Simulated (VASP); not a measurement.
Input of a VASP 6.6.1 run:

Contents of INCAR:

```
SYSTEM = MoS2
  PREC = Accurate
  ENCUT = 520
  EDIFF = 1E-6
  ISMEAR = -1
  SIGMA = 0.36
  LREAL = .FALSE.
  LASPH = .TRUE.
  NELM = 60
  ALGO = Normal
  ISIF = 2
  LWAVE = .FALSE.
  LCHARG = .FALSE.
  GGA = CA
  NBANDS = 64
```

KPOINTS

```
regular mesh
0
G
  3 3 3
  0 0 0
```

POSCAR

```
MoS2
1.0
   -3.1710000000     -1.8307780000      6.1149970000
    3.1710000000     -1.8307780000      6.1149970000
    0.0000000000      3.6615550000      6.1149970000
Mo S
4 8
Direct
    0.0411824903     -0.0118291780     -0.0210458675
    0.5132381496      0.6032728390     -0.1209912852
    0.5036883800      0.1801311425      0.3715693845
    0.0257835201      0.5491200070      0.3948925333
    0.7887573260      0.9096024853      0.5536772706
    0.3081858884      0.3448304800      0.0854631436
    0.2370288869      0.2725381900      0.7087164317
    0.7440817302      0.8064595290      0.1706370177
    0.2986917093      0.7347686566      0.2148640405
    0.8054572898      0.2916130766      0.6688667223
    0.8644587400      0.2487539150      0.1719065364
    0.3052835988      0.8360625329      0.6195868663
```

Potentials or basis: VASP PAW LDA potentials, release 64 (Mo_sv, S).

Run with:

```console
$ cat potpaw_LDA.64/Mo_sv/POTCAR potpaw_LDA.64/S/POTCAR > POTCAR
$ mpirun -np 1 vasp_std > vasp.out
```

(1) What does it give for the pressure?

(2) What does it give for the largest force?

(3) Predict the band gap on the k mesh.

Results:

(1) 7.0 GPa.

(2) 5.220 eV/Å.

(3) zero (bands 52 and 53 overlap by 0.02 eV).

Caveat: the k points lie up to 0.40 Å⁻¹ apart; the atoms stand as in a frame of molecular dynamics; so wide a smearing shifts energies and pressures; forces of over 1 eV/Å act on the atoms, so gaps and moduli don't describe the material at rest.
